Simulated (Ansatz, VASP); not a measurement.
**One calculation of BaTiO3, two programs**

```
Ba Ti O
1.0
     3.95736    0.00000    0.00000
     0.00000    2.81801    2.82670
     0.00000   -2.81801    2.82670
Ba Ti O
1 1 3
Direct
  0.00000 0.00000 0.00000
  0.50000 0.50790 0.50790
  0.00000 0.49210 0.49210
  0.50000 0.50251 0.99371
  0.50000 0.99371 0.50251
```

Change from the starting cell: volume scaled by 0.98, PAW files.

Alike in both runs: task electric field gradients; functional PBEsol; k mesh 8 × 8 × 8; occupations fermi-dirac, width 0.05 eV; no spin polarisation.

|  | VASP | Ansatz |
| --- | --- | --- |
| version | VASP 6.6.1 | Ansatz 0.2.0 |
| potentials or method | VASP PAW PBE potentials, release 64 (Ba_sv, Ti_sv, O) | PAW with Ansatz's default frozen-core files, scalar-relativistic |
| plane-wave cutoff (eV) | 520 | 420 |
| valence electrons in the cell | 40 | 40 |

|  | VASP | Ansatz | Ansatz less VASP |
| --- | --- | --- | --- |
| gap on the k mesh at the Fermi level (eV) | 1.78 | 1.85 | +0.068 |
| pressure (GPa) | 1.0 | -1.0 | -1.95 |
| traceless stress, the component that is largest in VASP (GPa) | -0.74 | -0.73 | +0.015 |
| rms of the force components (eV/Å) | 0.075 | 0.078 | +0.0032 |
| size of Vzz on the site where it differs most (V/Å²) | 20.4 | 21.4 | +0.97 |

VASP's potentials were made for PBE, not for PBEsol. Atom by atom the forces differ by 0.008 eV/Å (rms over components).

Neither program's run includes spin-orbit coupling.
